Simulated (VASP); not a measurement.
# Ir in VASP: a series of runs

Runs on Ir. Level: r2SCAN. Tasks: relaxation of cell and atoms, single point.

Program: VASP 6.6.1. These are calculated values, not measurements. Logs are shortened: lines on timing, memory, paths and dates and some standing lists are left out, and cuts for length are marked.

## Step 1: The cell of the first run

Symmetry: Fm-3m, No. 225, cubic system. Conventional cell: a = 3.791 Å, b = 3.791 Å, c = 3.791 Å, α = 90.00°, β = 90.00°, γ = 90.00°. Within 3.5 Å of Ir (site symmetry m-3m) lie 12 Ir at 2.68 Å.

## Step 2: Relaxation of cell and atoms, r2SCAN

Contents of POSCAR:

```
Ir
1.0
    0.0000000000      1.8955305200      1.8955305200
    1.8955305200      0.0000000000      1.8955305200
    1.8955305200      1.8955305200      0.0000000000
Ir
1
Direct
    0.0000000000      0.0000000000      0.0000000000
```

Contents of INCAR.step1:

```
ALGO = Normal
EDIFF = 1E-4
ENCUT = 600
GGA = PE
ISMEAR = 1
LASPH = True
LCHARG = False
LREAL = False
LWAVE = True
NELM = 60
PREC = Accurate
SIGMA = 0.01
```

Contents of INCAR.step2:

```
ALGO = Normal
EDIFF = 1E-6
EDIFFG = -0.01
ENCUT = 600
IBRION = 2
ISIF = 3
ISMEAR = 1
ISTART = 1
LASPH = True
LCHARG = False
LMIXTAU = True
LREAL = False
LWAVE = False
METAGGA = R2SCAN
NELM = 60
NSW = 60
PREC = Accurate
SIGMA = 0.01
```

Contents of KPOINTS:

```
k-points
0
Gamma
  8 8 8
```

Potentials or basis: VASP PAW PBE potentials, release 64 (Ir).

The run is started by

```bash
cat potpaw_PBE.64/Ir/POTCAR > POTCAR
cp INCAR.step1 INCAR
mpirun -np 1 vasp_std > vasp.out
cp INCAR.step2 INCAR
mpirun -np 1 vasp_std > vasp.out
```

OUTCAR:

```text
EDIFF = 1E-6
   EDIFFG = -0.01
   ENCUT = 600
   IBRION = 2
   ISIF = 3
   ISMEAR = 1
   ISTART = 1
   LASPH = True
   LREAL = False
   METAGGA = R2SCAN
   NELM = 60
   NSW = 60
   PREC = Accurate

 ion  position               nearest neighbor table
   1  0.000  0.000  0.000-

  LATTYP: Found a face centered cubic cell.
 ALAT       =     3.7910610400

  Lattice vectors:

 A1 = (   0.0000000000,   1.8955305200,   1.8955305200)
 A2 = (   1.8955305200,   0.0000000000,   1.8955305200)
 A3 = (   1.8955305200,   1.8955305200,   0.0000000000)

Analysis of symmetry for initial positions (statically):
=====================================================================
 Subroutine PRICEL returns:
 Original cell was already a primitive cell.

 Routine SETGRP: Setting up the symmetry group for a
 face centered cubic supercell.

 Subroutine GETGRP returns: Found 48 space group operations
 (whereof 48 operations were pure point group operations)
 out of a pool of 48 trial point group operations.

The static configuration has the point symmetry O_h .

Analysis of symmetry for dynamics (positions and initial velocities):
=====================================================================
 Subroutine PRICEL returns:
 Original cell was already a primitive cell.

 Routine SETGRP: Setting up the symmetry group for a
 face centered cubic supercell.

 Subroutine GETGRP returns: Found 48 space group operations
 (whereof 48 operations were pure point group operations)
 out of a pool of 48 trial point group operations.

The dynamic configuration has the point symmetry O_h .

 Subroutine INISYM returns: Found 48 space group operations
 (whereof 48 operations are pure point group operations),
 and found     1 'primitive' translations

----------------------------------------------------------------------------------------

                                     Primitive cell

  volume of cell :      13.6214

  direct lattice vectors                    reciprocal lattice vectors
     0.000000000  1.895530520  1.895530520    -0.263778396  0.263778396  0.263778396
     1.895530520  0.000000000  1.895530520     0.263778396 -0.263778396  0.263778396
     1.895530520  1.895530520  0.000000000     0.263778396  0.263778396 -0.263778396

  length of vectors
     2.680684969  2.680684969  2.680684969     0.456877584  0.456877584  0.456877584

  position of ions in fractional coordinates (direct lattice)
     0.000000000  0.000000000  0.000000000

  ion indices of the primitive-cell ions
   primitive index   ion index
                 1           1

----------------------------------------------------------------------------------------

 KPOINTS: k-points

Automatic generation of k-mesh.
 Grid dimensions read from file:
 generate k-points for:    8    8    8

 Generating k-lattice:

  Cartesian coordinates                     Fractional coordinates (reciprocal lattice)
    -0.032972299  0.032972299  0.032972299     0.125000000  0.000000000  0.000000000
     0.032972299 -0.032972299  0.032972299     0.000000000  0.125000000  0.000000000
     0.032972299  0.032972299 -0.032972299     0.000000000  0.000000000  0.125000000

  Length of vectors
     0.057109698  0.057109698  0.057109698

  Shift w.r.t. Gamma in fractional coordinates (k-lattice)
     0.000000000  0.000000000  0.000000000

 Subroutine IBZKPT returns following result:
 ===========================================

 Found     29 irreducible k-points:

 Following reciprocal coordinates:
            Coordinates               Weight
  0.000000  0.000000  0.000000      1.000000
  0.125000  0.000000  0.000000      8.000000
  0.250000  0.000000  0.000000      8.000000
  0.375000  0.000000  0.000000      8.000000
  0.500000  0.000000  0.000000      4.000000
  0.125000  0.125000  0.000000      6.000000
[... 16 lines left out ...]
  0.500000  0.250000  0.125000     48.000000
 -0.375000  0.250000  0.125000     24.000000
 [... further k-points ...]
   k-points           NKPTS =     29   k-points in BZ     NKDIM =     29   number of bands    NBANDS=      8
   number of dos      NEDOS =    301   number of ions     NIONS =      1
   total plane-waves  NPLWV =  13824
   dimension x,y,z NGX =    24 NGY =   24 NGZ =   24
   dimension x,y,z NGXF=    48 NGYF=   48 NGZF=   48
   ions per type =               1
   NGX,Y,Z   is equivalent  to a cutoff of  14.88, 14.88, 14.88 a.u.
   NGXF,Y,Z  is equivalent  to a cutoff of  29.77, 29.77, 29.77 a.u.
 SYSTEM =  unknown system
   PREC   = accura    normal or accurate (medium, high low for compatibility)
   ISTART =      1    job   : 0-new  1-cont  2-samecut
   ICHARG =      0    charge: 1-file 2-atom 10-const
   ISPIN  =      1    spin polarized calculation?
   LNONCOLLINEAR =      F non collinear calculations
   LSORBIT =      F    spin-orbit coupling
   LASPH  =      T    aspherical Exc in radial PAW
   ENCUT  =  600.0 eV  44.10 Ry    6.64 a.u.   5.35  5.35  5.35*2*pi/ulx,y,z
   NELM   =     60;   NELMIN=  2; NELMDL=  0     # of ELM steps
   EDIFF  = 0.1E-05   stopping-criterion for ELM
   LREAL  =      F    real-space projection
   EDIFFG = -.1E-01   stopping-criterion for IOM
   NSW    =     60    number of steps for IOM
   IBRION =      2    ionic relax: 0-MD 1-quasi-New 2-CG
   NFREE  =      1    steps in history (QN), initial steepest desc. (CG)
   ISIF   =      3    stress and relaxation
   ISYM   =      2    0-nonsym 1-usesym 2-fastsym
   POTIM  = 0.5000    time-step for ionic-motion
   TEBEG  =    0.0;   TEEND  =   0.0 temperature during run
   PSTRESS=    0.0 pullay stress
   NELECT =       9.0000    total number of electrons
   NUPDOWN=      -1.0000    fix difference up-down
   EMIN   =  10.00;   EMAX   =-10.00  energy-range for DOS
   EFERMI =   0.00;   METHOD = LEGACY
   ISMEAR =     1;   SIGMA  =   0.01  broadening in eV -4-tet -1-fermi 0-gaus
   EFERMI_NEDOS =   21; number of points for ismear=-14 and -15
   IALGO  =     38    algorithm
   IMIX   =      4    mixing-type and parameters
     AMIX     =   0.40;   BMIX     =  1.00
     AMIX_MAG =   1.60;   BMIX_MAG =  1.00
  volume/ion in A,a.u.               =      13.62        91.92
  Fermi-wavevector in a.u.,A,eV,Ry     =   1.425875  2.694514 27.662283  2.033120
  Thomas-Fermi vector in A             =   2.546213
   LORBIT       =      0    0 simple, 1 ext, 2 COOP (PROOUT), +10 PAW based schemes
   METAGGA = R2SCAN    functional components
   LHFCALC =     F    Hartree Fock is set to
   AEXX    =    0.0000 exact exchange contribution
   IVDW    =     0    specifies the selected vdW correction
   LEPSILON=     F    determine dielectric tensor
   LRPA    =     F    only Hartree local field effects (RPA)
 conjugate gradient relaxation of ions
 non-spin polarized calculation
 Methfessel and Paxton  Order N= 1 SIGMA  =   0.01
  energy-cutoff  :      600.00
  volume of cell :       13.62
 maximum number of plane-waves:       469
 NGX is ok and might be reduce to    24
   NGX = 11   NGY = 11   NGZ = 11

--------------------------------------- Ionic step        1  -------------------------------------------

 number of electron       9.0000000 magnetization

 Free energy of the ion-electron system (eV)
  ---------------------------------------------------
  ext. energy  EPLUGINS =         0.00000000
  ---------------------------------------------------
  free energy    TOTEN  =       -52.24834071 eV

  energy without entropy =      -52.24824401  energy(sigma->0) =      -52.24830848

------------------------ aborting loop because EDIFF is reached ----------------------------------------

  FORCE on cell =-STRESS in cart. coord.  units (eV):
  Direction    XX          YY          ZZ          XY          YZ          ZX
  --------------------------------------------------------------------------------------
  -------------------------------------------------------------------------------------
  Total        1.8935707      1.8935707      1.8935707      0.0000000     -0.0000000      0.0000000
  in kB      222.7254056    222.7254056    222.7254056      0.0000000     -0.0000000      0.0000000
  external PRESSURE =     222.7254056 kB  Pullay stress =       0.0000000 kB
[... 55 lines left out ...]
  energy  without entropy=      -51.7009330125  energy(sigma->0) =      -51.70099748

--------------------------------------- Ionic step        3  -------------------------------------------

 number of electron       9.0000000 magnetization

 E-fermi :   9.9484     XC(G=0): -15.1887

 val. band max:        9.8654047417   @ k =  -0.3750   0.1250   0.0000
 cond. band min:       9.9514934607   @ k =  -0.3750   0.2500   0.0000
 fundamental gap:      0.0860887190
 Fermi energy:         9.9483780312

 k-point     1 :       0.0000    0.0000    0.0000
  band No.  band energies     occupation
      1      -1.4727      2.00000
      2       5.9695      2.00000
      3       5.9695      2.00000
      4       5.9695      2.00000
      5       8.5860      2.00000
      6       8.5860      2.00000
      7      24.9600      0.00000
      8      30.7244      0.00000
[... 281 lines left out ...]
  FREE ENERGIE OF THE ION-ELECTRON SYSTEM (eV)
  ---------------------------------------------------
  free  energy   TOTEN  =       -52.2956892160 eV

  energy  without entropy=      -52.2955925096  energy(sigma->0) =      -52.29565698

[... ionic steps 4 to 14 ...]

--------------------------------------- Ionic step       15  -------------------------------------------

 number of electron       9.0000000 magnetization

------------------------ aborting loop because EDIFF is reached ----------------------------------------

  FORCE on cell =-STRESS in cart. coord.  units (eV):
  Direction    XX          YY          ZZ          XY          YZ          ZX
  --------------------------------------------------------------------------------------
  -------------------------------------------------------------------------------------
  Total        0.0146548      0.0146548      0.0146548      0.0000000     -0.0000000     -0.0000000
  in kB        1.6369018      1.6369018      1.6369018      0.0000000     -0.0000000     -0.0000000
  external PRESSURE =       1.6369018 kB  Pullay stress =       0.0000000 kB
[... 55 lines left out ...]
  energy  without entropy=      -52.2960961394  energy(sigma->0) =      -52.29616061

--------------------------------------- Ionic step       17  -------------------------------------------

 number of electron       9.0000000 magnetization

 Free energy of the ion-electron system (eV)
  ---------------------------------------------------
  ext. energy  EPLUGINS =         0.00000000
  ---------------------------------------------------
  free energy    TOTEN  =       -52.29619286 eV

  energy without entropy =      -52.29609615  energy(sigma->0) =      -52.29616062

 E-fermi :  10.0414     XC(G=0): -15.2253

 val. band max:        9.9578101214   @ k =  -0.3750   0.1250   0.0000
 cond. band min:      10.0444695181   @ k =  -0.3750   0.2500   0.0000
 fundamental gap:      0.0866593967
 Fermi energy:        10.0413540887

 k-point     1 :       0.0000    0.0000    0.0000
  band No.  band energies     occupation
      1      -1.4389      2.00000
      2       6.0292      2.00000
      3       6.0292      2.00000
      4       6.0292      2.00000
      5       8.6691      2.00000
      6       8.6691      2.00000
      7      25.0413      0.00000
      8      30.8390      0.00000
[... 281 lines left out ...]
  FREE ENERGIE OF THE ION-ELECTRON SYSTEM (eV)
  ---------------------------------------------------
  free  energy   TOTEN  =       -52.2961928585 eV

  energy  without entropy=      -52.2960961521  energy(sigma->0) =      -52.29616062

 reached required accuracy - stopping structural energy minimisation
```

It took 1.7 min on 1 thread of AMD EPYC 9R45 (Zen 5), shared host; peak memory 0.13 GiB.

What came out:

| Quantity | Value |
| --- | --- |
| Free energy | -52.2962 eV |
| Relaxed volume | 14.35 Å³/atom |
| Relaxed cell | a = 2.728 Å, b = 2.728 Å, c = 2.728 Å, α = 60.00°, β = 60.00°, γ = 60.00° |
| Space group after relaxing (to 0.05 Å) | Fm-3m (No. 225) |
| Energy gained by relaxing | 47.9 meV/atom |
| Ionic steps | 17 |
| Pressure after relaxing | 0.0 GPa |

Step by step:
```tsv
step	energy change (eV)	largest force (eV/Å)	pressure (GPa)	volume (Å³)
1	0.0000	0.0000	22.27	13.62
2	0.5473	0.0000	-45.57	17.71
3	-0.0473	0.0000	-2.01	14.43
4	-0.0478	0.0000	-0.17	14.36
5	-0.0478	0.0000	0.21	14.34
6	-0.0478	0.0000	0.22	14.34
7	-0.0478	0.0000	0.21	14.34
8	-0.0478	0.0000	0.19	14.34
9	-0.0478	0.0000	0.19	14.34
10	-0.0478	0.0000	0.19	14.34
11	-0.0478	0.0000	0.19	14.34
12	-0.0478	0.0000	0.18	14.34
13	-0.0478	0.0000	0.18	14.34
14	-0.0479	0.0000	0.17	14.34
15	-0.0479	0.0000	0.16	14.34
16	-0.0479	0.0000	0.14	14.35
17	-0.0479	0.0000	-0.02	14.35
```

Final structure:
```yaml
crystal:
  lattice:
    - [0.00000, 1.92873, 1.92873]
    - [1.92873, 0.00000, 1.92873]
    - [1.92873, 1.92873, 0.00000]
  atoms:
    - { symbol: Ir, position: [0.00000, 0.00000, 0.00000] }
```

Levels at points of the mesh, in eV from the Fermi level:
```
           k point  band 2  band 3  band 4  band 5  band 6  band 7
(0.00, 0.00, 0.00)   -4.01   -4.01   -4.01   -1.37   -1.37   15.00
(0.50, 0.00, 0.00)   -4.17   -4.17   -0.77    0.81    0.81    7.41
(0.50, 0.50, 0.00)   -7.57    0.71    1.43    1.43    1.67   10.77
```

Caveat: the PAW data sets were made with another functional, which shifts forces and pressure a little; spin-orbit coupling is left out, which moves the levels of the heavy elements. Zero-point motion and thermal expansion aren't in these numbers.

## Step 3: Single point, r2SCAN

This run uses another cell than the first one, of 14.23 Å³/atom, 1.044 times its volume.

Contents of POSCAR:

```
Ir
1.0
   -0.0028074847      1.9217247600      1.9217247600
    1.9217247600     -0.0028074847      1.9217247600
    1.9217247600      1.9217247600     -0.0028074847
Ir
1
Direct
    0.0000000000      0.0000000000      0.0000000000
```

Contents of INCAR.step1:

```
SYSTEM = Ir
ALGO     = Normal         ! electronic algorithm
EDIFF    = 1E-4           ! SCF threshold, eV
ENCUT    = 520            ! plane-wave cutoff, eV
GGA      = PE             ! functional
ISMEAR   = -1             ! smearing method
ISYM     = 0            
LASPH    = .TRUE.         ! aspherical terms in the spheres
LCHARG   = .FALSE.        ! write CHGCAR
LREAL    = .FALSE.        ! projectors in reciprocal space
LWAVE    = .TRUE.         ! write WAVECAR
NBANDS   = 10             ! bands
NELM     = 100            ! most SCF steps
PREC     = Accurate       ! precision mode
SIGMA    = 0.1            ! smearing width, eV
```

Contents of INCAR.step2:

```
SYSTEM = Ir
ALGO     = Normal         ! electronic algorithm
EDIFF    = 1E-6           ! SCF threshold, eV
ENCUT    = 520            ! plane-wave cutoff, eV
ISIF     = 2              ! what is computed and relaxed
ISMEAR   = -1             ! smearing method
ISTART   = 1            
ISYM     = 0            
LASPH    = .TRUE.         ! aspherical terms in the spheres
LCHARG   = .FALSE.        ! write CHGCAR
LMIXTAU  = .TRUE.       
LREAL    = .FALSE.        ! projectors in reciprocal space
LWAVE    = .FALSE.        ! write WAVECAR
METAGGA  = R2SCAN         ! meta-GGA
NBANDS   = 10             ! bands
NELM     = 100            ! most SCF steps
PREC     = Accurate       ! precision mode
SIGMA    = 0.1            ! smearing width, eV
```

Contents of KPOINTS:

```
Automatic mesh
0
Gamma
  8 8 8
  0.5 0.5 0.5
```

Potentials or basis: VASP PAW PBE potentials, release 64 (Ir).

The run is started by

```bash
cat potpaw_PBE.64/Ir/POTCAR > POTCAR
cp INCAR.step1 INCAR
mpirun -np 1 vasp_std > vasp.out
cp INCAR.step2 INCAR
mpirun -np 1 vasp_std > vasp.out
```

Wall time 71 s (1 thread of AMD EPYC 9R45 (Zen 5), shared host); peak memory 0.13 GiB.

Results (log left out):

```yaml
Free_energy: -52.3730 eV
Pressure: 2.5 GPa
```

Levels at points of the mesh, in eV from the Fermi level:
```
           k point  band 1  band 2  band 3  band 4  band 5  band 6  band 7  band 8  band 9
(0.06, 0.06, 0.06)  -11.29   -4.02   -3.90   -3.90   -1.32   -1.32   15.42   20.06   21.22
```

Caveat: the PAW data sets were made with another functional, which shifts forces and pressure a little; spin-orbit coupling is left out, which moves the levels of the heavy elements.

(Part 1 of 2 ends here.)
